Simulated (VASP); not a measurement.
# LaIn15O24 (a cell with a defect) in VASP: single point with PBE

Aim: the single point of LaIn15O24 (a cell with a defect) with PBE.

Program: VASP 6.6.1. These are calculated values, not measurements. Logs are shortened: lines on timing, memory, paths and dates and some standing lists are left out, and cuts for length are marked.

## 1. The cell of the first run

The cell holds a defect, 40 atoms: a = 7.971 Å, b = 7.971 Å, c = 7.971 Å, α = 87.00°, β = 87.00°, γ = 87.00°.

## 2. Single point, PBE

INCAR

```
SYSTEM = LaIn15O24
PREC     = Accurate       ! precision mode
ENCUT    = 520            ! plane-wave cutoff, eV
EDIFF    = 1E-6           ! SCF threshold, eV
ISMEAR   = -1             ! smearing method
SIGMA    = 0.01           ! smearing width, eV
LREAL    = Auto         
LASPH    = .TRUE.         ! aspherical terms in the spheres
NELM     = 100            ! most SCF steps
ALGO     = Normal         ! electronic algorithm
ISIF     = 2              ! what is computed and relaxed
LWAVE    = .FALSE.        ! write WAVECAR
LCHARG   = .FALSE.        ! write CHGCAR
GGA      = PE             ! functional
NBANDS   = 201            ! bands
LUSENCCL = .FALSE.
```

KPOINTS

```
Automatic mesh
0
G
  3 3 3
  0 0 0
```

POSCAR

```
LaIn15O24
1.0
   -5.4870000000     -3.1679209270      4.8366666667
    5.4870000000     -3.1679209270      4.8366666667
    0.0000000000      6.3358418540      4.8366666667
La In O
1 15 24
Direct
    0.3769106642      0.3769106642      0.3769106642
    0.8589227772      0.8583888302      0.3573806270
    0.8583888302      0.3573806270      0.8589227772
    0.3573806270      0.8589227772      0.8583888302
    0.1453276256      0.1453276256      0.1453276256
    0.6469987712      0.6466711785      0.1360618307
    0.6466711785      0.1360618307      0.6469987712
    0.1360618307      0.6469987712      0.6466711785
    0.6435383682      0.6435383682      0.6435383682
    0.1379811457      0.1398310477      0.6454633634
    0.1398310477      0.6454633634      0.1379811457
    0.6454633634      0.1379811457      0.1398310477
    0.8589265903      0.8589265903      0.8589265903
    0.3545612762      0.3570587417      0.8610762947
    0.3570587417      0.8610762947      0.3545612762
    0.8610762947      0.3545612762      0.3570587417
    0.5961418714      0.3968560033      0.7424899270
    0.1018839197      0.8966525478      0.7515846138
    0.0987529363      0.4014590093      0.2452966921
    0.6047987626      0.8974772426      0.2507910061
    0.7424899270      0.5961418714      0.3968560033
    0.2452966921      0.0987529363      0.4014590093
    0.2507910061      0.6047987626      0.8974772426
    0.7515846138      0.1018839197      0.8966525478
    0.3968560033      0.7424899270      0.5961418714
    0.8974772426      0.2507910061      0.6047987626
    0.8966525478      0.7515846138      0.1018839197
    0.4014590093      0.2452966921      0.0987529363
    0.3989137753      0.6235193227      0.2271831362
    0.9024220508      0.0990822237      0.2452428062
    0.8938698362      0.6023947743      0.7558600259
    0.3974646473      0.1009705201      0.7437932168
    0.2271831362      0.3989137753      0.6235193227
    0.7558600259      0.8938698362      0.6023947743
    0.7437932168      0.3974646473      0.1009705201
    0.2452428062      0.9024220508      0.0990822237
    0.6235193227      0.2271831362      0.3989137753
    0.1009705201      0.7437932168      0.3974646473
    0.0990822237      0.2452428062      0.9024220508
    0.6023947743      0.7558600259      0.8938698362
```

Potentials or basis: VASP PAW PBE potentials, release 64 (La, In_d, O).

Launch:

```bash
$ cat potpaw_PBE.64/La/POTCAR potpaw_PBE.64/In_d/POTCAR potpaw_PBE.64/O/POTCAR > POTCAR
$ mpirun -np 1 vasp_std > vasp.out
```

OUTCAR:

```text
SYSTEM = LaIn15O24
   PREC = Accurate
   ENCUT = 520
   EDIFF = 1E-6
   ISMEAR = -1
   LREAL = Auto
   LASPH = .TRUE.
   NELM = 100
   ISIF = 2
   GGA = PE

 ion  position               nearest neighbor table
   1  0.377  0.377  0.377-  33 2.26  29 2.26  37 2.26  22 2.50  28 2.50  19 2.50   5 3.36  10 3.36
                            11 3.36  12 3.36   6 3.54   7 3.54   8 3.54  14 3.85  15 3.85  16 3.85
   2  0.859  0.858  0.357-  34 2.11  30 2.11  38 2.12  20 2.24  27 2.25  21 2.33   6 3.12  12 3.22
                            11 3.23   9 3.25   8 3.57   7 3.58   5 3.61  16 3.96  15 3.97  13 3.97
   3  0.858  0.357  0.859-  31 2.11  39 2.11  35 2.12  26 2.24  24 2.25  17 2.33   7 3.12  10 3.22
                            12 3.23   9 3.25   6 3.57   8 3.58   5 3.61  14 3.96  16 3.97  13 3.97
   4  0.357  0.859  0.858-  40 2.11  36 2.11  32 2.12  23 2.24  18 2.25  25 2.33   8 3.12  11 3.22
                            10 3.23   9 3.25   7 3.57   6 3.58   5 3.61  15 3.96  14 3.97  13 3.97
   5  0.145  0.145  0.145-  39 2.10  30 2.10  36 2.10  22 2.24  28 2.24  19 2.24  14 3.20  16 3.20
                            15 3.20   1 3.36   2 3.61   4 3.61   3 3.61  10 3.98  11 3.98  12 3.98
   6  0.647  0.647  0.136-  29 2.08  40 2.12  35 2.12  27 2.20  20 2.24  21 2.26   2 3.12  13 3.18
                            15 3.28  16 3.30   1 3.54   3 3.57   4 3.58  12 3.92  11 3.93   9 3.93
   7  0.647  0.136  0.647-  37 2.08  34 2.12  32 2.12  24 2.20  26 2.24  17 2.26   3 3.12  13 3.18
                            16 3.28  14 3.30   1 3.54   4 3.57   2 3.58  10 3.92  12 3.93   9 3.93
   8  0.136  0.647  0.647-  33 2.08  31 2.12  38 2.12  18 2.20  23 2.24  25 2.26   4 3.12  13 3.18
                            14 3.28  15 3.30   1 3.54   2 3.57   3 3.58  11 3.92  10 3.93   9 3.93
   9  0.644  0.644  0.644-  21 2.12  17 2.12  25 2.12  34 2.23  40 2.23  31 2.23  13 3.13   2 3.25
[... 37 lines left out ...]
  39  0.099  0.245  0.902-   5 2.10   3 2.11  10 2.25  14 2.27
  40  0.602  0.756  0.894-   4 2.11   6 2.12   9 2.23  13 2.24

  LATTYP: Found a trigonal (rhomboedric) cell.
 ALAT       =     7.9709620777
 COS(alpha) =     0.0522835256

  Lattice vectors:

 A1 = (  -5.4870000000,  -3.1679209270,   4.8366666667)
 A2 = (   5.4870000000,  -3.1679209270,   4.8366666667)
 A3 = (   0.0000000000,   6.3358418540,   4.8366666667)

Analysis of symmetry for initial positions (statically):
=====================================================================
 Subroutine PRICEL returns:
 Original cell was already a primitive cell.

 Routine SETGRP: Setting up the symmetry group for a
 trigonal (rhombohedral) supercell.

 Subroutine GETGRP returns: Found  3 space group operations
 (whereof  3 operations were pure point group operations)
 out of a pool of 12 trial point group operations.

The static configuration has the point symmetry C_3 .

Analysis of symmetry for dynamics (positions and initial velocities):
=====================================================================
 Subroutine PRICEL returns:
 Original cell was already a primitive cell.

 Routine SETGRP: Setting up the symmetry group for a
 trigonal (rhombohedral) supercell.

 Subroutine GETGRP returns: Found  3 space group operations
 (whereof  3 operations were pure point group operations)
 out of a pool of 12 trial point group operations.

The dynamic configuration has the point symmetry C_3 .

 Subroutine INISYM returns: Found  3 space group operations
 (whereof  3 operations are pure point group operations),
 and found     1 'primitive' translations

----------------------------------------------------------------------------------------

                                     Primitive cell

  volume of cell :     504.4367

  direct lattice vectors                    reciprocal lattice vectors
    -5.487000000 -3.167920927  4.836666667    -0.091124476 -0.052610741  0.068917988
     5.487000000 -3.167920927  4.836666667     0.091124476 -0.052610741  0.068917988
     0.000000000  6.335841854  4.836666667     0.000000000  0.105221482  0.068917988

  length of vectors
     7.970962078  7.970962078  7.970962078     0.125782547  0.125782547  0.125782547

  position of ions in fractional coordinates (direct lattice)
     0.376910664  0.376910664  0.376910664
     0.858922777  0.858388830  0.357380627
     0.858388830  0.357380627  0.858922777
     0.357380627  0.858922777  0.858388830
     0.145327626  0.145327626  0.145327626
     0.646998771  0.646671179  0.136061831
[... 32 lines left out ...]
     0.099082224  0.245242806  0.902422051
     0.602394774  0.755860026  0.893869836

  ion indices of the primitive-cell ions
   primitive index   ion index
                 1           1
                 2           2
                 3           3
                 4           4
                 5           5
                 6           6
[... 32 lines left out ...]
                39          39
                40          40

----------------------------------------------------------------------------------------

 KPOINTS: Automatic mesh

Automatic generation of k-mesh.
 Grid dimensions read from file:
 generate k-points for:    3    3    3

 Generating k-lattice:

  Cartesian coordinates                     Fractional coordinates (reciprocal lattice)
    -0.030374825 -0.017536914  0.022972663     0.333333333  0.000000000 -0.000000000
     0.030374825 -0.017536914  0.022972663     0.000000000  0.333333333 -0.000000000
     0.000000000  0.035073827  0.022972663    -0.000000000 -0.000000000  0.333333333

  Length of vectors
     0.041927516  0.041927516  0.041927516

  Shift w.r.t. Gamma in fractional coordinates (k-lattice)
     0.000000000  0.000000000  0.000000000

 Subroutine IBZKPT returns following result:
 ===========================================

 Found      6 irreducible k-points:

 Following reciprocal coordinates:
            Coordinates               Weight
  0.000000  0.000000  0.000000      1.000000
  0.333333  0.000000  0.000000      6.000000
  0.333333  0.333333  0.000000      6.000000
 -0.333333  0.333333  0.000000      6.000000
  0.333333  0.333333  0.333333      2.000000
 -0.333333  0.333333  0.333333      6.000000
   k-points           NKPTS =      6   k-points in BZ     NKDIM =      6   number of bands    NBANDS=    201
   number of dos      NEDOS =    301   number of ions     NIONS =     40
   total plane-waves  NPLWV = 216000
   dimension x,y,z NGX =    60 NGY =   60 NGZ =   60
   dimension x,y,z NGXF=   120 NGYF=  120 NGZF=  120
   ions per type =               1  15  24
   NGX,Y,Z   is equivalent  to a cutoff of  12.51, 12.51, 12.51 a.u.
   NGXF,Y,Z  is equivalent  to a cutoff of  25.03, 25.03, 25.03 a.u.
 SYSTEM =  LaIn15O24
   PREC   = accura    normal or accurate (medium, high low for compatibility)
   ISTART =      0    job   : 0-new  1-cont  2-samecut
   ICHARG =      2    charge: 1-file 2-atom 10-const
   ISPIN  =      1    spin polarized calculation?
   LNONCOLLINEAR =      F non collinear calculations
   LSORBIT =      F    spin-orbit coupling
   LASPH  =      T    aspherical Exc in radial PAW
   ENCUT  =  520.0 eV  38.22 Ry    6.18 a.u.  14.82 14.82 14.82*2*pi/ulx,y,z
   NELM   =    100;   NELMIN=  2; NELMDL= -5     # of ELM steps
   EDIFF  = 0.1E-05   stopping-criterion for ELM
   LREAL  =      T    real-space projection
   EDIFFG = 0.1E-04   stopping-criterion for IOM
   NSW    =      0    number of steps for IOM
   IBRION =     -1    ionic relax: 0-MD 1-quasi-New 2-CG
   NFREE  =      0    steps in history (QN), initial steepest desc. (CG)
   ISIF   =      2    stress and relaxation
   ISYM   =      2    0-nonsym 1-usesym 2-fastsym
   POTIM  = 0.5000    time-step for ionic-motion
   TEBEG  =    0.0;   TEEND  =   0.0 temperature during run
   PSTRESS=    0.0 pullay stress
   NELECT =     350.0000    total number of electrons
   NUPDOWN=      -1.0000    fix difference up-down
   EMIN   =  10.00;   EMAX   =-10.00  energy-range for DOS
   EFERMI =   0.00;   METHOD = LEGACY
   ISMEAR =    -1;   SIGMA  =   0.01  broadening in eV -4-tet -1-fermi 0-gaus
   EFERMI_NEDOS =   21; number of points for ismear=-14 and -15
   IALGO  =     38    algorithm
   IMIX   =      4    mixing-type and parameters
     AMIX     =   0.40;   BMIX     =  1.00
     AMIX_MAG =   1.60;   BMIX_MAG =  1.00
  volume/ion in A,a.u.               =      12.61        85.10
  Fermi-wavevector in a.u.,A,eV,Ry     =   1.449312  2.738803 28.579117  2.100506
  Thomas-Fermi vector in A             =   2.567053
   LORBIT       =      0    0 simple, 1 ext, 2 COOP (PROOUT), +10 PAW based schemes
   GGA     = PE    functional components
   LHFCALC =     F    Hartree Fock is set to
   AEXX    =    0.0000 exact exchange contribution
   IVDW    =     0    specifies the selected vdW correction
   LEPSILON=     F    determine dielectric tensor
   LRPA    =     F    only Hartree local field effects (RPA)
 non-spin polarized calculation
  energy-cutoff  :      520.00
  volume of cell :      504.44
 maximum number of plane-waves:     13620
   NGX = 29   NGY = 29   NGZ = 29

 number of electron     350.0000002 magnetization

 Free energy of the ion-electron system (eV)
  ---------------------------------------------------
  ext. energy  EPLUGINS =         0.00000000
  ---------------------------------------------------
  free energy    TOTEN  =      -227.01723074 eV

  energy without entropy =     -227.01723074  energy(sigma->0) =     -227.01723074

 E-fermi :   6.3405     XC(G=0): -11.2743

 val. band max:        6.0229898496   @ k =   0.3333   0.3333   0.3333
 cond. band min:       7.4441688610   @ k =   0.0000   0.0000   0.0000
 fundamental gap:      1.4211790114
 Fermi energy:         6.3405279595

 k-point     1 :       0.0000    0.0000    0.0000
  band No.  band energies     occupation
      1     -23.2247      2.00000
      2     -11.8255      2.00000
      3     -11.6119      2.00000
      4     -11.6119      2.00000
      5     -11.3340      2.00000
      6     -11.2360      2.00000
[... 1129 lines left out ...]
    186      11.8431      0.00000
    187      11.9096      0.00000
 [bands above 187 left out]

------------------------ aborting loop because EDIFF is reached ----------------------------------------

  FORCE on cell =-STRESS in cart. coord.  units (eV):
  Direction    XX          YY          ZZ          XY          YZ          ZX
  --------------------------------------------------------------------------------------
  -------------------------------------------------------------------------------------
  Total       42.0328774     42.0328774     31.1684855     -0.0000001      0.0000000     -0.0000000
  in kB      133.5036079    133.5036079     98.9964411     -0.0000003      0.0000000     -0.0000000
  external PRESSURE =     122.0012189 kB  Pullay stress =       0.0000000 kB

 VOLUME and BASIS-vectors are now :
 -----------------------------------------------------------------------------
  energy-cutoff  :      520.00
  volume of cell :      504.44
      direct lattice vectors                 reciprocal lattice vectors
    -5.487000000 -3.167920927  4.836666667    -0.091124476 -0.052610741  0.068917988
     5.487000000 -3.167920927  4.836666667     0.091124476 -0.052610741  0.068917988
     0.000000000  6.335841854  4.836666667     0.000000000  0.105221482  0.068917988

 POSITION                                       TOTAL-FORCE (eV/Angst)
 -----------------------------------------------------------------------------------
      0.00000      0.00000      5.46897        -0.000000      0.000000     -0.012092
     -0.00293     -3.17600     10.03459         0.004456      0.006130     -0.012612
     -2.74903      1.59054     10.03459         0.003081     -0.006924     -0.012612
      2.75196      1.58546     10.03459        -0.007537      0.000793     -0.012612
      0.00000      0.00000      2.10870        -0.000000      0.000000     -0.000043
     -0.00180     -3.23618      6.91514        -0.001664      0.011970      0.008496
[... 32 lines left out ...]
      0.80198      4.62681      6.03010        -0.007043     -0.013969      0.001228
      0.84206      1.36057     10.89278        -0.006715     -0.009887      0.003013
 -----------------------------------------------------------------------------------
    total drift:                                0.000001     -0.000001     -0.016553

  FREE ENERGIE OF THE ION-ELECTRON SYSTEM (eV)
  ---------------------------------------------------
  free  energy   TOTEN  =      -227.0172307368 eV

  energy  without entropy=     -227.0172307368  energy(sigma->0) =     -227.01723074
```

Wall time 86 s (1 × NVIDIA H100 80GB with 1 thread of Intel Xeon Platinum 8481C at 2.70GHz (Sapphire Rapids), shared host); peak memory 1.6 GiB.

What came out:

- Free energy: -227.0172 eV
- Pressure: 12.2 GPa
- Largest force: 0.053 eV/Å
- Band gap on the k mesh: 1.42 eV

Forces in eV/Å, atoms in the order of the input:
```
La   0.000  0.000 -0.012
In   0.004  0.006 -0.013
In   0.003 -0.007 -0.013
In  -0.008  0.001 -0.013
In   0.000  0.000  0.000
In  -0.002  0.012  0.008
In   0.011 -0.005  0.008
In  -0.010 -0.007  0.008
In   0.000  0.000 -0.002
In  -0.003 -0.008  0.017
In  -0.006  0.007  0.017
In   0.009  0.001  0.017
In   0.000  0.000 -0.014
In   0.004 -0.012 -0.017
In  -0.012  0.002 -0.017
In   0.008  0.010 -0.017
O   -0.016 -0.005  0.001
O   -0.008 -0.002  0.005
O   -0.033 -0.006  0.026
O   -0.010  0.009 -0.004
O    0.013 -0.012  0.001
O    0.022 -0.025  0.026
O   -0.003 -0.013 -0.004
O    0.005 -0.006  0.005
O    0.004  0.017  0.001
O    0.013  0.004 -0.004
O    0.002  0.008  0.005
O    0.011  0.032  0.026
O   -0.017  0.045 -0.023
O    0.016  0.001  0.001
O    0.012 -0.001  0.003
O    0.007 -0.001  0.003
O   -0.030 -0.037 -0.023
O   -0.005  0.011  0.003
O   -0.002  0.007  0.003
O   -0.009  0.013  0.001
O    0.047 -0.007 -0.023
O   -0.005 -0.006  0.003
O   -0.007 -0.014  0.001
O   -0.007 -0.010  0.003
```

Caveat: spin-orbit coupling is left out, which moves the levels of the heavy elements.
